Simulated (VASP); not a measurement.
# EuO (Fm-3m) in VASP: a series of runs

EuO is run at these levels: r2SCAN+rVV10+U; tasks: single point.

Everything below comes from runs of VASP 6.6.1. Logs are shortened: lines on timing, memory, paths and dates and some standing lists are left out, and cuts for length are marked.

## Step 1: The cell of the first run

Symmetry: Fm-3m, No. 225, cubic system. The conventional cell has a = 5.144 Å, b = 5.144 Å, c = 5.144 Å, α = 90.00°, β = 90.00°, γ = 90.00°. Eu (site symmetry m-3m) has 6 O at 2.57 Å within 3.4 Å. Within 3.4 Å of O (site symmetry m-3m) lie 6 Eu at 2.57 Å.

## Step 2: Single point, r2SCAN+rVV10+U, collinear spin, ferromagnetic start

Input file POSCAR:

```
EuO
1.0
    0.0000000000      2.5719519658      2.5719519658
    2.5719519658      0.0000000000      2.5719519658
    2.5719519658      2.5719519658      0.0000000000
Eu O
1 1
Direct
    0.5000000000      0.5000000000      0.5000000000
    0.0000000000      0.0000000000      0.0000000000
```

Input file INCAR.step1:

```
ALGO = Normal
EDIFF = 1E-5
ENCUT = 800
GGA = PE
GGA_COMPAT = F
ISMEAR = 0
ISPIN = 2
LASPH = T
LCHARG = F
LDAU = T
LDAUJ = 0 0
LDAUL = 3 -1
LDAUTYPE = 2
LDAUU = 4 0
LMAXMIX = 6
LREAL = F
LWAVE = T
MAGMOM = 7.43 0
NBANDS = 22
NELM = 200
PREC = Accurate
SIGMA = 0.05
```

Input file INCAR.step2:

```
ALGO = Normal
BPARAM = 11.95
CPARAM = 0.0093
EDIFF = 1E-6
ENCUT = 800
GGA_COMPAT = F
ISIF = 2
ISMEAR = 0
ISPIN = 2
ISTART = 1
IVDW_NL = 2
LASPH = T
LCHARG = F
LDAU = T
LDAUJ = 0 0
LDAUL = 3 -1
LDAUPRINT = 1
LDAUTYPE = 2
LDAUU = 4 0
LMAXMIX = 6
LMIXTAU = T
LORBIT = 11
LREAL = F
LUSE_VDW = T
LWAVE = F
MAGMOM = 7.43 0
METAGGA = R2SCAN
NBANDS = 22
NELM = 200
PREC = Accurate
SIGMA = 0.05
```

Input file KPOINTS:

```
k-points
0
Gamma
  8 8 8
```

Potentials or basis: VASP PAW PBE potentials, release 64 (Eu, O).

Started as:

```
cat potpaw_PBE.64/Eu/POTCAR potpaw_PBE.64/O/POTCAR > POTCAR
cp INCAR.step1 INCAR
mpirun -np 1 vasp_std > vasp.out
cp INCAR.step2 INCAR
mpirun -np 1 vasp_std > vasp.out
```

OUTCAR:

```text
BPARAM = 11.95
   EDIFF = 1E-6
   ENCUT = 800
   ISIF = 2
   ISMEAR = 0
   ISPIN = 2
   ISTART = 1
   IVDW_NL = 2
   LASPH = T
   LORBIT = 11
   LREAL = F
   METAGGA = R2SCAN
   NELM = 200
   PREC = Accurate

 ion  position               nearest neighbor table
   1  0.500  0.500  0.500-   2 2.57   2 2.57   2 2.57   2 2.57   2 2.57   2 2.57
   2  0.000  0.000  0.000-   1 2.57   1 2.57   1 2.57   1 2.57   1 2.57   1 2.57

  LATTYP: Found a face centered cubic cell.
 ALAT       =     5.1439039316

  Lattice vectors:

 A1 = (   0.0000000000,   2.5719519658,   2.5719519658)
 A2 = (   2.5719519658,   0.0000000000,   2.5719519658)
 A3 = (   2.5719519658,   2.5719519658,   0.0000000000)

Analysis of symmetry for initial positions (statically):
=====================================================================
 Subroutine PRICEL returns:
 Original cell was already a primitive cell.

 Routine SETGRP: Setting up the symmetry group for a
 face centered cubic supercell.

 Subroutine GETGRP returns: Found 48 space group operations
 (whereof 48 operations were pure point group operations)
 out of a pool of 48 trial point group operations.

The static configuration has the point symmetry O_h .

Analysis of symmetry for dynamics (positions and initial velocities):
=====================================================================
 Subroutine PRICEL returns:
 Original cell was already a primitive cell.

 Routine SETGRP: Setting up the symmetry group for a
 face centered cubic supercell.

 Subroutine GETGRP returns: Found 48 space group operations
 (whereof 48 operations were pure point group operations)
 out of a pool of 48 trial point group operations.

The dynamic configuration has the point symmetry O_h .

Analysis of structural, dynamic, and magnetic symmetry:
=====================================================================
 Subroutine PRICEL returns:
 Original cell was already a primitive cell.

 Routine SETGRP: Setting up the symmetry group for a
 face centered cubic supercell.

 Subroutine GETGRP returns: Found 48 space group operations
 (whereof 48 operations were pure point group operations)
 out of a pool of 48 trial point group operations.

The overall configuration has the point symmetry O_h .

 Subroutine INISYM returns: Found 48 space group operations
 (whereof 48 operations are pure point group operations),
 and found     1 'primitive' translations

----------------------------------------------------------------------------------------

                                     Primitive cell

  volume of cell :      34.0266

  direct lattice vectors                    reciprocal lattice vectors
     0.000000000  2.571951966  2.571951966    -0.194404875  0.194404875  0.194404875
     2.571951966  0.000000000  2.571951966     0.194404875 -0.194404875  0.194404875
     2.571951966  2.571951966  0.000000000     0.194404875  0.194404875 -0.194404875

  length of vectors
     3.637289352  3.637289352  3.637289352     0.336719120  0.336719120  0.336719120

  position of ions in fractional coordinates (direct lattice)
     0.500000000  0.500000000  0.500000000
     0.000000000  0.000000000  0.000000000

[... 115 lines left out ...]
  energy-cutoff  :      800.00
  volume of cell :       34.03
 maximum number of plane-waves:      1807
 NGX is ok and might be reduce to    36
   NGX = 17   NGY = 17   NGZ = 17

atom =   1  type =  1  l = 3

 onsite density matrix

spin component  1

  0.9699 -0.0000 -0.0029 -0.0000  0.0000 -0.0000  0.0000
 -0.0000  0.9559  0.0000  0.0000  0.0000  0.0000  0.0000
 -0.0029  0.0000  0.9713  0.0000 -0.0000 -0.0000  0.0000
 -0.0000  0.0000  0.0000  0.9676 -0.0000 -0.0000 -0.0000
  0.0000  0.0000 -0.0000 -0.0000  0.9713 -0.0000  0.0029
 -0.0000  0.0000 -0.0000 -0.0000 -0.0000  0.9735  0.0000
  0.0000  0.0000  0.0000 -0.0000  0.0029  0.0000  0.9699

spin component  2

  0.0034  0.0000  0.0016 -0.0000  0.0000 -0.0000 -0.0000
  0.0000  0.0000  0.0000  0.0000 -0.0000 -0.0000 -0.0000
  0.0016  0.0000  0.0025 -0.0000 -0.0000  0.0000  0.0000
 -0.0000  0.0000 -0.0000  0.0046  0.0000  0.0000 -0.0000
  0.0000 -0.0000 -0.0000  0.0000  0.0025  0.0000 -0.0016
 -0.0000 -0.0000  0.0000  0.0000  0.0000  0.0013 -0.0000
 -0.0000 -0.0000  0.0000 -0.0000 -0.0016 -0.0000  0.0034

 occupancies and eigenvectors

  o =  0.0000  v =  0.0000  0.0000  0.0000  0.0000  0.0000  0.0000  0.0000  0.0000 -1.0000  0.0000  0.0000 -0.0000 -0.0000 -0.0000      0.0000  0.0000  0.0000  0.0000  0.0000  0.0000  0.0000  0.0000  0.0000  0.0000  0.0000  0.0000  0.0000  0.0000
  o =  0.0013  v =  0.0000  0.0000  0.0000  0.0000  0.0000  0.0000  0.0000 -0.6118  0.0000  0.7898  0.0000 -0.0001 -0.0427 -0.0001      0.0000  0.0000  0.0000  0.0000  0.0000  0.0000  0.0000  0.0000  0.0000  0.0000  0.0000  0.0000  0.0000  0.0000
  o =  0.0013  v =  0.0000  0.0000  0.0000  0.0000  0.0000  0.0000  0.0000  0.0262  0.0000 -0.0338  0.0000  0.0016 -0.9991  0.0012      0.0000  0.0000  0.0000  0.0000  0.0000  0.0000  0.0000  0.0000  0.0000  0.0000  0.0000  0.0000  0.0000  0.0000
  o =  0.0013  v =  0.0000  0.0000  0.0000  0.0000  0.0000  0.0000  0.0000 -0.0001 -0.0000  0.0002 -0.0000  0.7906  0.0020  0.6124      0.0000  0.0000  0.0000  0.0000  0.0000  0.0000  0.0000  0.0000  0.0000  0.0000  0.0000  0.0000  0.0000  0.0000
  o =  0.0046  v =  0.0000  0.0000  0.0000  0.0000  0.0000  0.0000  0.0000 -0.7906 -0.0000 -0.6124 -0.0010  0.0001 -0.0000 -0.0002      0.0000  0.0000  0.0000  0.0000  0.0000  0.0000  0.0000  0.0000  0.0000  0.0000  0.0000  0.0000  0.0000  0.0000
  o =  0.0046  v =  0.0000  0.0000  0.0000  0.0000  0.0000  0.0000  0.0000  0.0002  0.0000  0.0001 -0.0002  0.6124  0.0000 -0.7906      0.0000  0.0000  0.0000  0.0000  0.0000  0.0000  0.0000  0.0000  0.0000  0.0000  0.0000  0.0000  0.0000  0.0000
  o =  0.0046  v =  0.0000  0.0000  0.0000  0.0000  0.0000  0.0000  0.0000 -0.0008  0.0000 -0.0006  1.0000  0.0001  0.0000 -0.0002      0.0000  0.0000  0.0000  0.0000  0.0000  0.0000  0.0000  0.0000  0.0000  0.0000  0.0000  0.0000  0.0000  0.0000
  o =  0.9559  v = -0.0000 -1.0000 -0.0000 -0.0000  0.0000  0.0000 -0.0000  0.0000  0.0000  0.0000  0.0000  0.0000  0.0000  0.0000      0.0000  0.0000  0.0000  0.0000  0.0000  0.0000  0.0000  0.0000  0.0000  0.0000  0.0000  0.0000  0.0000  0.0000
  o =  0.9676  v =  0.0003  0.0000  0.0003 -0.9708  0.1468  0.0000 -0.1895  0.0000  0.0000  0.0000  0.0000  0.0000  0.0000  0.0000      0.0000  0.0000  0.0000  0.0000  0.0000  0.0000  0.0000  0.0000  0.0000  0.0000  0.0000  0.0000  0.0000  0.0000
  o =  0.9676  v = -0.0014 -0.0000 -0.0011 -0.2397 -0.5945  0.0000  0.7675  0.0000  0.0000  0.0000  0.0000  0.0000  0.0000  0.0000      0.0000  0.0000  0.0000  0.0000  0.0000  0.0000  0.0000  0.0000  0.0000  0.0000  0.0000  0.0000  0.0000  0.0000
  o =  0.9676  v =  0.7906 -0.0000  0.6124  0.0000 -0.0011  0.0000  0.0014  0.0000  0.0000  0.0000  0.0000  0.0000  0.0000  0.0000      0.0000  0.0000  0.0000  0.0000  0.0000  0.0000  0.0000  0.0000  0.0000  0.0000  0.0000  0.0000  0.0000  0.0000
  o =  0.9735  v = -0.0021  0.0000  0.0027  0.0000  0.3247  0.9118  0.2515  0.0000  0.0000  0.0000  0.0000  0.0000  0.0000  0.0000      0.0000  0.0000  0.0000  0.0000  0.0000  0.0000  0.0000  0.0000  0.0000  0.0000  0.0000  0.0000  0.0000  0.0000
  o =  0.9735  v = -0.0003 -0.0000  0.0004  0.0000 -0.7208  0.4107 -0.5584  0.0000  0.0000  0.0000  0.0000  0.0000  0.0000  0.0000      0.0000  0.0000  0.0000  0.0000  0.0000  0.0000  0.0000  0.0000  0.0000  0.0000  0.0000  0.0000  0.0000  0.0000
  o =  0.9735  v =  0.6124  0.0000 -0.7906  0.0000  0.0007  0.0033  0.0006  0.0000  0.0000  0.0000  0.0000  0.0000  0.0000  0.0000      0.0000  0.0000  0.0000  0.0000  0.0000  0.0000  0.0000  0.0000  0.0000  0.0000  0.0000  0.0000  0.0000  0.0000

 number of electron      23.0000003 magnetization       7.0000003

 Free energy of the ion-electron system (eV)
  ---------------------------------------------------
  ext. energy  EPLUGINS =         0.00000000
  ---------------------------------------------------
  free energy    TOTEN  =       -50.56993709 eV

  energy without entropy =      -50.56974058  energy(sigma->0) =      -50.56983884

 E-fermi :   3.9552     XC(G=0): -11.4082

 val. band max:        3.9017494326   @ k =   0.1250   0.1250   0.0000
 cond. band min:       3.9744667034   @ k =   0.0000   0.0000   0.0000
 fundamental gap:      0.0727172708
 Fermi energy:         3.9552412205

 spin component 1

 k-point     1 :       0.0000    0.0000    0.0000
  band No.  band energies     occupation
      1     -37.7279      1.00000
      2     -15.6548      1.00000
      3     -15.6548      1.00000
      4     -15.6548      1.00000
      5     -15.2478      1.00000
      6       0.4171      1.00000
[... 1193 lines left out ...]
     21      16.0973      0.00000
     22      16.5557      0.00000

 [... further k-points ...]

------------------------ aborting loop because EDIFF is reached ----------------------------------------

  FORCE on cell =-STRESS in cart. coord.  units (eV):
  Direction    XX          YY          ZZ          XY          YZ          ZX
  --------------------------------------------------------------------------------------
  -------------------------------------------------------------------------------------
  Total       -0.6873246     -0.6873246     -0.6873246      0.0000000     -0.0000000     -0.0000000
  in kB      -32.3633830    -32.3633830    -32.3633830      0.0000000     -0.0000000     -0.0000000
  external PRESSURE =     -32.3633830 kB  Pullay stress =       0.0000000 kB

 VOLUME and BASIS-vectors are now :
 -----------------------------------------------------------------------------
  energy-cutoff  :      800.00
  volume of cell :       34.03
      direct lattice vectors                 reciprocal lattice vectors
     0.000000000  2.571951966  2.571951966    -0.194404875  0.194404875  0.194404875
     2.571951966  0.000000000  2.571951966     0.194404875 -0.194404875  0.194404875
     2.571951966  2.571951966  0.000000000     0.194404875  0.194404875 -0.194404875

 POSITION                                       TOTAL-FORCE (eV/Angst)
 -----------------------------------------------------------------------------------
      2.57195      2.57195      2.57195        -0.000000      0.000000     -0.000000
      0.00000      0.00000      0.00000         0.000000     -0.000000      0.000000
 -----------------------------------------------------------------------------------
    total drift:                                0.000000      0.000000      0.000000

  FREE ENERGIE OF THE ION-ELECTRON SYSTEM (eV)
  ---------------------------------------------------
  free  energy   TOTEN  =       -50.5699370925 eV

  energy  without entropy=      -50.5697405792  energy(sigma->0) =      -50.56983884

 total charge

# of ion       s       p       d       f       tot
--------------------------------------------------
    1        2.039   5.836   0.295   6.789  14.959
    2        1.553   3.430   0.000   0.000   4.983
--------------------------------------------------
tot          3.592   9.266   0.295   6.789  19.942

 magnetization (x)

# of ion       s       p       d       f       tot
--------------------------------------------------
    1       -0.025  -0.188   0.081   6.755   6.623
    2       -0.006  -0.104   0.000   0.000  -0.110
--------------------------------------------------
tot         -0.031  -0.291   0.081   6.755   6.513
```

It took 4.6 min on 1 thread of Oxide Virtual Turin-like, shared host; peak memory 0.45 GiB.

What came out:

- Free energy: -50.5699 eV
- Pressure: -3.2 GPa
- Band gap on the k mesh: zero (filled and empty bands overlap)
- Net moment: 7.00 μB per cell
- Site moments: Eu +6.62; O -0.11 μB
- Valence electrons inside the program's atomic spheres: Eu 14.96; O 4.98

Eigenvalues of the final occupation matrices:
```csv
site,spin,trace,eigenvalues
site 1 f,1,6.78,0.96 0.97 0.97 0.97 0.97 0.97 0.97
site 1 f,2,0.02,0.00 0.00 0.00 0.00 0.00 0.00 0.00
```

Caveat: the cell stands under tension; the PAW data sets were made with another functional, which shifts forces and pressure a little; spin-orbit coupling is left out, which moves the levels of the heavy elements; a cell with one magnetic atom can't hold antiferromagnetic order, which such compounds often take.

(Part 1 of 2 ends here.)

The gap in the log of VASP goes by the Fermi energy; the results here count the filled bands.